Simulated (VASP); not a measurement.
# CuSn3S8 (a cell with a defect) in VASP: single point with PBE+U

Aim: the single point of CuSn3S8 (a cell with a defect) with PBE+U.

Program: VASP 6.6.1. These are calculated values, not measurements. Logs are shortened: lines on timing, memory, paths and dates and some standing lists are left out, and cuts for length are marked.

### Step 1. The cell of the first run

The cell holds a defect, 12 atoms: a = 7.213 Å, b = 7.213 Å, c = 5.544 Å, α = 90.00°, β = 90.00°, γ = 120.00°.

### Step 2. Single point, PBE+U, collinear spin, ferromagnetic start

File INCAR:

```
  PREC = Accurate
  ENCUT = 520
  EDIFF = 1E-6
  ISMEAR = 0
  SIGMA = 0.01
  LREAL = F
  LASPH = T
  NELM = 150
  ALGO = Normal
  ISIF = 2
  LWAVE = F
  LCHARG = T
  ISPIN = 2
  MAGMOM = 0.02 0 0 0 0.01 0.01 0.02 0.01 0.01 0.02 0.01 0.01
  LORBIT = 11
  LMAXMIX = 4
  LDAU = T
  LDAUTYPE = 2
  LDAUL = 2 -1 -1
  LDAUU = 4 0 0
  LDAUJ = 0 0 0
  LDAUPRINT = 1
  GGA = PE
  LELF = T
  LVHAR = T
  NBANDS = 66
```

File KPOINTS:

```
Automatic mesh
0
Gamma
  2 2 3
```

File POSCAR:

```
CuSn3S8
1.0
    7.2133966900      0.0000000000      0.0000000000
   -3.6066983400      6.2469847800      0.0000000000
    0.0000000000      0.0000000000      5.5440000000
Cu Sn S
1 3 8
Direct
    0.0000000000      0.0000000000      0.0000000000
    0.0000000000      0.5000000000      0.0000000000
    0.5000000000      0.0000000000      0.0000000000
    0.5000000000      0.5000000000      0.0000000000
    0.1666666700      0.3333333300      0.7369000000
    0.1666666700      0.8333333300      0.7369000000
    0.6666666700      0.3333333300      0.7369000000
    0.6666666700      0.8333333300      0.7369000000
    0.3333333300      0.1666666700      0.2631000000
    0.3333333300      0.6666666700      0.2631000000
    0.8333333300      0.1666666700      0.2631000000
    0.8333333300      0.6666666700      0.2631000000
```

Potentials or basis: VASP PAW PBE potentials, release 64 (Cu, Sn_d, S).

Run with:

```console
cat potpaw_PBE.64/Cu/POTCAR potpaw_PBE.64/Sn_d/POTCAR potpaw_PBE.64/S/POTCAR > POTCAR
mpirun -np 1 vasp_std > vasp.out
```

OUTCAR:

```text
PREC = Accurate
   ENCUT = 520
   EDIFF = 1E-6
   ISMEAR = 0
   LREAL = F
   LASPH = T
   NELM = 150
   ISIF = 2
   ISPIN = 2
   LORBIT = 11
   GGA = PE

 ion  position               nearest neighbor table
   1  0.000  0.000  0.000-   5 2.54  12 2.54   9 2.54   8 2.54  11 2.54   6 2.54
   2  0.000  0.500  0.000-   6 2.54  11 2.54  10 2.54   7 2.54   5 2.54  12 2.54   4 3.61   4 3.61
                             3 3.61   3 3.61
   3  0.500  0.000  0.000-   7 2.54  10 2.54   6 2.54  11 2.54   8 2.54   9 2.54   4 3.61   4 3.61
                             2 3.61   2 3.61
   4  0.500  0.500  0.000-   8 2.54   9 2.54   5 2.54  12 2.54  10 2.54   7 2.54   3 3.61   3 3.61
                             2 3.61   2 3.61
   5  0.167  0.333  0.737-   1 2.54   4 2.54   2 2.54
   6  0.167  0.833  0.737-   2 2.54   3 2.54   1 2.54
   7  0.667  0.333  0.737-   3 2.54   2 2.54   4 2.54
   8  0.667  0.833  0.737-   4 2.54   1 2.54   3 2.54
   9  0.333  0.167  0.263-   4 2.54   1 2.54   3 2.54
  10  0.333  0.667  0.263-   3 2.54   2 2.54   4 2.54
  11  0.833  0.167  0.263-   2 2.54   3 2.54   1 2.54
  12  0.833  0.667  0.263-   1 2.54   4 2.54   2 2.54

  LATTYP: Found a hexagonal cell.
 ALAT       =     7.2133966900
 C/A-ratio  =     0.7685699592

  Lattice vectors:

 A1 = (   7.2133966900,   0.0000000000,   0.0000000000)
 A2 = (  -3.6066983400,   6.2469847800,   0.0000000000)
 A3 = (   0.0000000000,   0.0000000000,   5.5440000000)

Analysis of symmetry for initial positions (statically):
=====================================================================
 Subroutine PRICEL returns:
 Original cell was already a primitive cell.

 Routine SETGRP: Setting up the symmetry group for a
 hexagonal supercell.

 Subroutine GETGRP returns: Found 12 space group operations
 (whereof 12 operations were pure point group operations)
 out of a pool of 24 trial point group operations.

The static configuration has the point symmetry D_3d.

Analysis of symmetry for dynamics (positions and initial velocities):
=====================================================================
 Subroutine PRICEL returns:
 Original cell was already a primitive cell.

 Routine SETGRP: Setting up the symmetry group for a
 hexagonal supercell.

 Subroutine GETGRP returns: Found 12 space group operations
 (whereof 12 operations were pure point group operations)
 out of a pool of 24 trial point group operations.

The dynamic configuration has the point symmetry D_3d.

Analysis of structural, dynamic, and magnetic symmetry:
=====================================================================
 Subroutine PRICEL returns:
 Original cell was already a primitive cell.

 Routine SETGRP: Setting up the symmetry group for a
 hexagonal supercell.

 Subroutine GETGRP returns: Found 12 space group operations
 (whereof 12 operations were pure point group operations)
 out of a pool of 24 trial point group operations.

The overall configuration has the point symmetry D_3d.

 Subroutine INISYM returns: Found 12 space group operations
 (whereof 12 operations are pure point group operations),
 and found     1 'primitive' translations

----------------------------------------------------------------------------------------

                                     Primitive cell

  volume of cell :     249.8236

  direct lattice vectors                    reciprocal lattice vectors
     7.213396690  0.000000000  0.000000000     0.138630945  0.080038613  0.000000000
[... 125 lines left out ...]
 NGX is ok and might be reduce to    54
   NGX = 27   NGY = 27   NGZ = 21

atom =   1  type =  1  l = 2

 onsite density matrix

spin component  1

  0.9313  0.0000 -0.0000 -0.0340 -0.0000
  0.0000  0.9070  0.0000  0.0000 -0.0340
 -0.0000  0.0000  0.9591  0.0000 -0.0000
 -0.0340  0.0000  0.0000  0.9070 -0.0000
 -0.0000 -0.0340 -0.0000 -0.0000  0.9313

spin component  2

  0.9200  0.0000 -0.0000 -0.0465 -0.0000
  0.0000  0.8924  0.0000  0.0000 -0.0465
 -0.0000  0.0000  0.9588  0.0000 -0.0000
 -0.0465  0.0000  0.0000  0.8924 -0.0000
 -0.0000 -0.0465 -0.0000 -0.0000  0.9200

 occupancies and eigenvectors

  o =  0.8577  v =  0.0000  0.0000  0.0000  0.0000  0.0000  0.3741 -0.6253  0.0000  0.5012 -0.4667      0.0000  0.0000  0.0000  0.0000  0.0000  0.0000  0.0000  0.0000  0.0000  0.0000
  o =  0.8577  v =  0.0000  0.0000  0.0000  0.0000  0.0000 -0.4667 -0.5012 -0.0000 -0.6253 -0.3741      0.0000  0.0000  0.0000  0.0000  0.0000  0.0000  0.0000  0.0000  0.0000  0.0000
  o =  0.8830  v =  0.3600 -0.6380  0.0000  0.5115 -0.4491  0.0000  0.0000  0.0000  0.0000  0.0000      0.0000  0.0000  0.0000  0.0000  0.0000  0.0000  0.0000  0.0000  0.0000  0.0000
  o =  0.8830  v = -0.4491 -0.5115 -0.0000 -0.6380 -0.3600  0.0000  0.0000  0.0000  0.0000  0.0000      0.0000  0.0000  0.0000  0.0000  0.0000  0.0000  0.0000  0.0000  0.0000  0.0000
  o =  0.9547  v =  0.0000  0.0000  0.0000  0.0000  0.0000 -0.5012 -0.4667 -0.0000  0.3741  0.6253      0.0000  0.0000  0.0000  0.0000  0.0000  0.0000  0.0000  0.0000  0.0000  0.0000
  o =  0.9547  v =  0.0000  0.0000  0.0000  0.0000  0.0000  0.6253 -0.3741  0.0000 -0.4667  0.5012      0.0000  0.0000  0.0000  0.0000  0.0000  0.0000  0.0000  0.0000  0.0000  0.0000
  o =  0.9553  v = -0.5115 -0.4491 -0.0000  0.3600  0.6380  0.0000  0.0000  0.0000  0.0000  0.0000      0.0000  0.0000  0.0000  0.0000  0.0000  0.0000  0.0000  0.0000  0.0000  0.0000
  o =  0.9553  v =  0.6380 -0.3600  0.0000 -0.4491  0.5115  0.0000  0.0000  0.0000  0.0000  0.0000      0.0000  0.0000  0.0000  0.0000  0.0000  0.0000  0.0000  0.0000  0.0000  0.0000
  o =  0.9588  v =  0.0000  0.0000  0.0000  0.0000  0.0000 -0.0000  0.0000  1.0000  0.0000 -0.0000      0.0000  0.0000  0.0000  0.0000  0.0000  0.0000  0.0000  0.0000  0.0000  0.0000
  o =  0.9591  v = -0.0000  0.0000  1.0000  0.0000 -0.0000  0.0000  0.0000  0.0000  0.0000  0.0000      0.0000  0.0000  0.0000  0.0000  0.0000  0.0000  0.0000  0.0000  0.0000  0.0000

 number of electron     101.0000014 magnetization       0.3327849

 Free energy of the ion-electron system (eV)
  ---------------------------------------------------
  ext. energy  EPLUGINS =         0.00000000
  ---------------------------------------------------
  free energy    TOTEN  =       -48.04271210 eV

  energy without entropy =      -48.04182872  energy(sigma->0) =      -48.04227041

 E-fermi :   5.1943     XC(G=0):  -9.9574

 val. band max:        5.1874724425   @ k =   0.5000  -0.0000   0.3333
 cond. band min:       5.2464536959   @ k =   0.5000  -0.0000   0.0000
 fundamental gap:      0.0589812534
 Fermi energy:         5.1943132073

 spin component 1

 k-point     1 :       0.0000    0.0000    0.0000
  band No.  band energies     occupation
      1     -16.0828      1.00000
      2     -16.0279      1.00000
      3     -16.0279      1.00000
      4     -15.9718      1.00000
      5     -15.9718      1.00000
      6     -15.9468      1.00000
[... 249 lines left out ...]
     61      11.3082      0.00000
     62      11.3365      0.00000
 Fermi energy:         5.1943132073

 spin component 2

 k-point     1 :       0.0000    0.0000    0.0000
  band No.  band energies     occupation
      1     -16.0811      1.00000
      2     -16.0277      1.00000
      3     -16.0277      1.00000
      4     -15.9710      1.00000
      5     -15.9710      1.00000
      6     -15.9470      1.00000
[... 249 lines left out ...]
     61      11.3220      0.00000
     62      11.3512      0.00000
 [bands above 62 left out]

------------------------ aborting loop because EDIFF is reached ----------------------------------------

  FORCE on cell =-STRESS in cart. coord.  units (eV):
  Direction    XX          YY          ZZ          XY          YZ          ZX
  --------------------------------------------------------------------------------------
  -------------------------------------------------------------------------------------
  Total        4.7320505      4.7320505      3.8994339      0.0000000     -0.0000000     -0.0000000
  in kB       30.3477477     30.3477477     25.0079825      0.0000000     -0.0000000     -0.0000000
  external PRESSURE =      28.5678260 kB  Pullay stress =       0.0000000 kB

 VOLUME and BASIS-vectors are now :
 -----------------------------------------------------------------------------
  energy-cutoff  :      520.00
  volume of cell :      249.82
      direct lattice vectors                 reciprocal lattice vectors
     7.213396690  0.000000000  0.000000000     0.138630945  0.080038613  0.000000000
    -3.606698340  6.246984780  0.000000000     0.000000000  0.160077227  0.000000000
     0.000000000  0.000000000  5.544000000     0.000000000  0.000000000  0.180375180

 POSITION                                       TOTAL-FORCE (eV/Angst)
 -----------------------------------------------------------------------------------
      0.00000      0.00000      0.00000         0.000000      0.000000      0.000000
     -1.80335      3.12349      0.00000         0.000000      0.000000      0.000000
      3.60670      0.00000      0.00000         0.000000      0.000000      0.000000
      1.80335      3.12349      0.00000         0.000000      0.000000      0.000000
      0.00000      2.08233      4.08537        -0.000000     -0.551960      0.351165
     -1.80335      5.20582      4.08537        -0.478011      0.275980      0.351165
      3.60670      2.08233      4.08537         0.000000      0.000000     -0.480375
      1.80335      5.20582      4.08537         0.478011      0.275980      0.351165
      1.80335      1.04116      1.45863        -0.478011     -0.275980     -0.351165
     -0.00000      4.16466      1.45863         0.000000      0.000000      0.480375
      5.41005      1.04116      1.45863         0.478011     -0.275980     -0.351165
      3.60670      4.16466      1.45863         0.000000      0.551960     -0.351165
 -----------------------------------------------------------------------------------
    total drift:                                0.000000     -0.000000      0.000000

  FREE ENERGIE OF THE ION-ELECTRON SYSTEM (eV)
  ---------------------------------------------------
  free  energy   TOTEN  =       -48.0427121012 eV

  energy  without entropy=      -48.0418287165  energy(sigma->0) =      -48.04227041

 total charge

# of ion       s       p       d       tot
------------------------------------------
    1        0.320   0.298   9.200   9.818
    2        1.020   1.079  10.165  12.265
    3        1.020   1.079  10.165  12.265
    4        1.020   1.079  10.165  12.265
    5        1.373   2.288   0.000   3.661
    6        1.373   2.288   0.000   3.661
    7        1.368   2.353   0.000   3.721
    8        1.373   2.288   0.000   3.661
    9        1.373   2.288   0.000   3.661
   10        1.368   2.353   0.000   3.721
   11        1.373   2.288   0.000   3.661
   12        1.373   2.288   0.000   3.661
--------------------------------------------------
tot         14.357  21.971  39.696  76.024

 magnetization (x)

# of ion       s       p       d       tot
------------------------------------------
    1       -0.001  -0.001   0.052   0.050
    2       -0.001   0.000   0.001   0.000
    3       -0.001   0.000   0.001   0.000
    4       -0.001   0.000   0.001   0.000
    5        0.001   0.021   0.000   0.021
    6        0.001   0.021   0.000   0.021
    7        0.002   0.027   0.000   0.029
    8        0.001   0.021   0.000   0.021
    9        0.001   0.021   0.000   0.021
   10        0.002   0.027   0.000   0.029
   11        0.001   0.021   0.000   0.021
   12        0.001   0.021   0.000   0.021
--------------------------------------------------
tot          0.005   0.177   0.055   0.237
```

Run time: 3 min. Hardware: 1 thread of Intel Xeon Platinum 8375C at 2.90GHz (Ice Lake), shared host; peak memory 0.48 GiB.

Results:

* Free energy: -48.0427 eV
* Pressure: 2.9 GPa
* Largest force: 0.654 eV/Å
* Net moment: 0.33 μB per cell
* Site moments: Cu +0.05; Sn +0.00; S +0.02, +0.03 μB
* Valence electrons inside the program's atomic spheres: Cu 9.82; Sn 12.27; S 3.66, 3.72

Forces on the atoms (eV/Å):
```
Cu   0.000  0.000  0.000
Sn   0.000  0.000  0.000
Sn   0.000  0.000  0.000
Sn   0.000  0.000  0.000
S    0.000 -0.552  0.351
S   -0.478  0.276  0.351
S    0.000  0.000 -0.480
S    0.478  0.276  0.351
S   -0.478 -0.276 -0.351
S    0.000  0.000  0.480
S    0.478 -0.276 -0.351
S    0.000  0.552 -0.351
```

Eigenvalues of the final occupation matrices:
| site | spin | trace | eigenvalues |
| --- | --- | --- | --- |
| site 1 d | 1 | 4.64 | 0.88 0.88 0.96 0.96 0.96 |
| site 1 d | 2 | 4.58 | 0.86 0.86 0.95 0.95 0.96 |

Caveat: the k points lie up to 0.50 Å⁻¹ apart; spin-orbit coupling is left out, which moves the levels of the heavy elements. The state reached can hang on the start; a lower one may exist.
